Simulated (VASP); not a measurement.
# Fe (P6_3/mmc) in VASP: further runs

Runs on Fe. Level: PBEsol. Tasks: electric field gradients.

All numbers are computed with VASP 6.6.1; they aren't measurements. Logs are shortened: lines on timing, memory, paths and dates and some standing lists are left out, and cuts for length are marked.

## 1. The cell of the first run

The structure is hexagonal, space group P6_3/mmc (No. 194). The conventional cell has a = 2.466 Å, b = 2.466 Å, c = 3.892 Å, α = 90.00°, β = 90.00°, γ = 120.00°. Fe (site symmetry -6m2) has 12 Fe at 2.41 to 2.47 Å within 3.2 Å.

## 2. Electric field gradients, PBEsol (volume scaled by 1.04)

Contents of INCAR:

```
PREC = Accurate ; ENCUT = 520
EDIFF = 1E-8 ; ISMEAR = -1
SIGMA = 0.08 ; LREAL = F
LASPH = T ; NELM = 60
ALGO = Normal ; ISIF = 2
LWAVE = F ; LCHARG = F
GGA = PS ; LEFG = T
NBANDS = 15
```

Contents of KPOINTS:

```
Automatic mesh
0
Gamma
  17 17 10
```

Contents of POSCAR:

```
Fe
1.0
    2.4661896480      0.0000000000      0.0000000000
   -1.2330948240      2.1357828857      0.0000000000
    0.0000000000      0.0000000000      3.8924920371
Fe
2
Direct
    0.3333333333      0.6666666667      0.2500000000
    0.6666666667      0.3333333333      0.7500000000
```

Potentials or basis: VASP PAW PBE potentials, release 64 (Fe).

Run with:

```sh
$ cat potpaw_PBE.64/Fe/POTCAR > POTCAR
$ mpirun -np 1 vasp_std > vasp.out
```

OUTCAR:

```text
PREC = Accurate
   ENCUT = 520
   EDIFF = 1E-8
   ISMEAR = -1
   LREAL = F
   LASPH = T
   NELM = 60
   ISIF = 2
   GGA = PS

 ion  position               nearest neighbor table
   1  0.333  0.667  0.250-   2 2.41   2 2.41   2 2.41   2 2.41   2 2.41   2 2.41
   2  0.667  0.333  0.750-   1 2.41   1 2.41   1 2.41   1 2.41   1 2.41   1 2.41

  LATTYP: Found a hexagonal cell.
 ALAT       =     2.4661896480
 C/A-ratio  =     1.5783425416

  Lattice vectors:

 A1 = (   2.4661896480,   0.0000000000,   0.0000000000)
 A2 = (  -1.2330948240,   2.1357828857,   0.0000000000)
 A3 = (   0.0000000000,   0.0000000000,   3.8924920371)

Analysis of symmetry for initial positions (statically):
=====================================================================
 Subroutine PRICEL returns:
 Original cell was already a primitive cell.

 Routine SETGRP: Setting up the symmetry group for a
 hexagonal supercell.

 Subroutine GETGRP returns: Found 24 space group operations
 (whereof 12 operations were pure point group operations)
 out of a pool of 24 trial point group operations.

The static configuration has the point symmetry D_3d.
 The point group associated with its full space group is D_6h.

Analysis of symmetry for dynamics (positions and initial velocities):
=====================================================================
 Subroutine PRICEL returns:
 Original cell was already a primitive cell.

 Routine SETGRP: Setting up the symmetry group for a
 hexagonal supercell.

 Subroutine GETGRP returns: Found 24 space group operations
 (whereof 12 operations were pure point group operations)
 out of a pool of 24 trial point group operations.

The dynamic configuration has the point symmetry D_3d.
 The point group associated with its full space group is D_6h.

 Subroutine INISYM returns: Found 24 space group operations
 (whereof 12 operations are pure point group operations),
 and found     1 'primitive' translations

----------------------------------------------------------------------------------------

                                     Primitive cell

  volume of cell :      20.5027

  direct lattice vectors                    reciprocal lattice vectors
     2.466189648  0.000000000  0.000000000     0.405483820  0.234106193  0.000000000
    -1.233094824  2.135782886  0.000000000     0.000000000  0.468212386  0.000000000
     0.000000000  0.000000000  3.892492037     0.000000000  0.000000000  0.256904829

  length of vectors
     2.466189648  2.466189648  3.892492037     0.468212386  0.468212386  0.256904829

  position of ions in fractional coordinates (direct lattice)
     0.333333333  0.666666667  0.250000000
     0.666666667  0.333333333  0.750000000

  ion indices of the primitive-cell ions
   primitive index   ion index
                 1           1
                 2           2

----------------------------------------------------------------------------------------

 KPOINTS: Automatic mesh

Automatic generation of k-mesh.
 Grid dimensions read from file:
 generate k-points for:   17   17   10

 Generating k-lattice:

  Cartesian coordinates                     Fractional coordinates (reciprocal lattice)
     0.023851989  0.013770953  0.000000000     0.058823529  0.000000000  0.000000000
     0.000000000  0.027541905  0.000000000     0.000000000  0.058823529  0.000000000
     0.000000000  0.000000000  0.025690483     0.000000000  0.000000000  0.100000000

  Length of vectors
     0.027541905  0.027541905  0.025690483

  Shift w.r.t. Gamma in fractional coordinates (k-lattice)
     0.000000000  0.000000000  0.000000000

 Subroutine IBZKPT returns following result:
 ===========================================

 Found    198 irreducible k-points:

 Following reciprocal coordinates:
            Coordinates               Weight
  0.000000  0.000000  0.000000      1.000000
  0.058824  0.000000  0.000000      6.000000
  0.117647  0.000000  0.000000      6.000000
  0.176471  0.000000  0.000000      6.000000
  0.235294  0.000000  0.000000      6.000000
  0.294118  0.000000  0.000000      6.000000
[... 16 lines left out ...]
  0.411765  0.117647  0.000000     12.000000
  0.176471  0.176471  0.000000      6.000000
 [... further k-points ...]
   k-points           NKPTS =    198   k-points in BZ     NKDIM =    198   number of bands    NBANDS=     15
   number of dos      NEDOS =    301   number of ions     NIONS =      2
   total plane-waves  NPLWV =   9720
   dimension x,y,z NGX =    18 NGY =   18 NGZ =   30
   dimension x,y,z NGXF=    36 NGYF=   36 NGZF=   60
   ions per type =               2
   NGX,Y,Z   is equivalent  to a cutoff of  12.13, 12.13, 12.81 a.u.
   NGXF,Y,Z  is equivalent  to a cutoff of  24.27, 24.27, 25.63 a.u.
 SYSTEM =  unknown system
   PREC   = accura    normal or accurate (medium, high low for compatibility)
   ISTART =      0    job   : 0-new  1-cont  2-samecut
   ICHARG =      2    charge: 1-file 2-atom 10-const
   ISPIN  =      1    spin polarized calculation?
   LNONCOLLINEAR =      F non collinear calculations
   LSORBIT =      F    spin-orbit coupling
   LASPH  =      T    aspherical Exc in radial PAW
   ENCUT  =  520.0 eV  38.22 Ry    6.18 a.u.   4.59  4.59  7.24*2*pi/ulx,y,z
   NELM   =     60;   NELMIN=  2; NELMDL= -5     # of ELM steps
   EDIFF  = 0.1E-07   stopping-criterion for ELM
   LREAL  =      F    real-space projection
   EDIFFG = 0.1E-06   stopping-criterion for IOM
   NSW    =      0    number of steps for IOM
   IBRION =     -1    ionic relax: 0-MD 1-quasi-New 2-CG
   NFREE  =      0    steps in history (QN), initial steepest desc. (CG)
   ISIF   =      2    stress and relaxation
   ISYM   =      2    0-nonsym 1-usesym 2-fastsym
   POTIM  = 0.5000    time-step for ionic-motion
   TEBEG  =    0.0;   TEEND  =   0.0 temperature during run
   PSTRESS=    0.0 pullay stress
   NELECT =      16.0000    total number of electrons
   NUPDOWN=      -1.0000    fix difference up-down
   EMIN   =  10.00;   EMAX   =-10.00  energy-range for DOS
   EFERMI =   0.00;   METHOD = LEGACY
   ISMEAR =    -1;   SIGMA  =   0.08  broadening in eV -4-tet -1-fermi 0-gaus
   EFERMI_NEDOS =   21; number of points for ismear=-14 and -15
   IALGO  =     38    algorithm
   IMIX   =      4    mixing-type and parameters
     AMIX     =   0.40;   BMIX     =  1.00
     AMIX_MAG =   1.60;   BMIX_MAG =  1.00
  volume/ion in A,a.u.               =      10.25        69.18
  Fermi-wavevector in a.u.,A,eV,Ry     =   1.507224  2.848240 30.908673  2.271723
  Thomas-Fermi vector in A             =   2.617838
   LORBIT       =      0    0 simple, 1 ext, 2 COOP (PROOUT), +10 PAW based schemes
   GGA     = PS    functional components
   LHFCALC =     F    Hartree Fock is set to
   AEXX    =    0.0000 exact exchange contribution
   IVDW    =     0    specifies the selected vdW correction
   LEPSILON=     F    determine dielectric tensor
   LRPA    =     F    only Hartree local field effects (RPA)
 non-spin polarized calculation
  energy-cutoff  :      520.00
  volume of cell :       20.50
 maximum number of plane-waves:       573
   NGX =  9   NGY =  9   NGZ = 15

 number of electron      16.0000003 magnetization

 Free energy of the ion-electron system (eV)
  ---------------------------------------------------
  ext. energy  EPLUGINS =         0.00000000
  ---------------------------------------------------
  free energy    TOTEN  =       -17.85865693 eV

  energy without entropy =      -17.80234159  energy(sigma->0) =      -17.83049926

 E-fermi :   6.6756     XC(G=0): -13.9170

 val. band max:        6.6726407922   @ k =   0.2941   0.0000   0.0000
 cond. band min:       6.6758410485   @ k =   0.2941   0.0000   0.2000
 fundamental gap:      0.0032002563
 Fermi energy:         6.6756396183

 k-point     1 :       0.0000    0.0000    0.0000
  band No.  band energies     occupation
      1      -2.2488      2.00000
      2       1.7540      2.00000
      3       5.0314      2.00000
      4       5.0314      2.00000
      5       5.1680      2.00000
      6       5.4971      2.00000
      7       5.4971      2.00000
      8       5.8293      1.99995
      9       5.8293      1.99995
     10       7.2009      0.00281
     11       7.3856      0.00028
     12       7.3856      0.00028
     13      15.3862      0.00000
     14      28.4955      0.00000
     15      32.1321      0.00000
[... 397 lines left out ...]
 k-point    24 :       0.1765    0.1765    0.0000
  band No.  band energies     occupation
      1       0.7479      2.00000
      2       3.0376      2.00000
      3       3.3675      2.00000
      4       3.5508      2.00000
      5       4.7963      2.00000
      6       5.1820      2.00000
      7       5.5654      2.00000
      8       6.2134      1.99383
      9       6.7840      0.41042
     10       7.3004      0.00081
     11       7.5976      0.00002
     12      13.9483      0.00000
     13      15.8396      0.00000
     14      19.9687      0.00000
     15      20.6833      0.00000

 [... further k-points ...]
[... 5 lines left out ...]
  --------------------------------------------------------------------------------------
  -------------------------------------------------------------------------------------
  Total       -1.6557906     -1.6557906     -1.6275045      0.0000000     -0.0000000      0.0000000
  in kB     -129.3911875   -129.3911875   -127.1807800      0.0000000     -0.0000000      0.0000000
  external PRESSURE =    -128.6543850 kB  Pullay stress =       0.0000000 kB

 VOLUME and BASIS-vectors are now :
 -----------------------------------------------------------------------------
  energy-cutoff  :      520.00
  volume of cell :       20.50
      direct lattice vectors                 reciprocal lattice vectors
     2.466189648  0.000000000  0.000000000     0.405483820  0.234106193  0.000000000
    -1.233094824  2.135782886  0.000000000     0.000000000  0.468212386  0.000000000
     0.000000000  0.000000000  3.892492037     0.000000000  0.000000000  0.256904829

 POSITION                                       TOTAL-FORCE (eV/Angst)
 -----------------------------------------------------------------------------------
     -0.00000      1.42386      0.97312         0.000000     -0.000000      0.000000
      1.23309      0.71193      2.91937        -0.000000      0.000000      0.000000
 -----------------------------------------------------------------------------------
    total drift:                                0.000000     -0.000000     -0.000000

  FREE ENERGIE OF THE ION-ELECTRON SYSTEM (eV)
  ---------------------------------------------------
  free  energy   TOTEN  =       -17.8586569306 eV

  energy  without entropy=      -17.8023415949  energy(sigma->0) =      -17.83049926

 Electric field gradients (V/A^2)
---------------------------------------------------------------------
 ion       V_xx      V_yy      V_zz      V_xy      V_xz      V_yz
---------------------------------------------------------------------
   1       3.791     3.790    -7.581    -0.001     0.000     0.000
   2       3.791     3.790    -7.581    -0.001     0.000     0.000
---------------------------------------------------------------------

 Electric field gradients after diagonalization (V/A^2)
 (convention: |V_zz| > |V_xx| > |V_yy|)
----------------------------------------------------------------------
 ion       V_xx      V_yy      V_zz     asymmetry (V_yy - V_xx)/ V_zz
----------------------------------------------------------------------
   1       3.791     3.790    -7.581       0.000
   2       3.791     3.790    -7.581       0.000
----------------------------------------------------------------------

           NMR quadrupolar parameters

 Cq : quadrupolar parameter    Cq=e*Q*V_zz/h
 eta: asymmetry parameters     (V_yy - V_xx)/ V_zz
 Q  : nuclear electric quadrupole moment in mb (millibarn)
----------------------------------------------------------------------
 ion       Cq(MHz)       eta       Q (mb)
----------------------------------------------------------------------
   1      -0.018       0.000       1.000
   2      -0.018       0.000       1.000
----------------------------------------------------------------------
```

Wall time 43 s (1 thread of Intel Xeon Platinum 8124M at 3.00GHz (Skylake/Cascade Lake), shared host); peak memory 0.17 GiB.

Results:

```
Free energy            : -17.8587 eV
Pressure               : -12.9 GPa
Band gap on the k mesh : zero (band 8 reaches 7.50 eV, above the bottom of band 9 at 5.69 eV)
```

Stress tensor (GPa, compression positive):
```
-12.94   0.00   0.00
  0.00 -12.94   0.00
  0.00   0.00 -12.72
```

Levels at points of the mesh, in eV from the Fermi level:
| k point | band 5 | band 6 | band 7 | band 8 | band 9 | band 10 | band 11 | band 12 |
| --- | --- | --- | --- | --- | --- | --- | --- | --- |
| (0.00, 0.00, 0.00) | -1.51 | -1.18 | -1.18 | -0.85 | -0.85 | 0.53 | 0.71 | 0.71 |
| (0.00, 0.00, 0.50) | -1.76 | -1.76 | -1.76 | -1.76 | 0.32 | 0.32 | 0.32 | 0.32 |

Electric field gradients, principal values (V/Å²):
```csv
atom,least,middle,greatest (by size)
1 Fe,3.790,3.791,-7.581
2 Fe,3.790,3.791,-7.581
```

Caveat: without QUAD_EFG the Cq values of the log hold for a quadrupole moment of 1 mb, not for the nuclei; the PAW data sets were made with another functional, which shifts forces and pressure a little; the run has no spin polarisation, though such a crystal can be magnetic. Spin polarisation is off, so any magnetic state and its effect on volume and gap are missing.

(Part 1 of 2 ends here.)
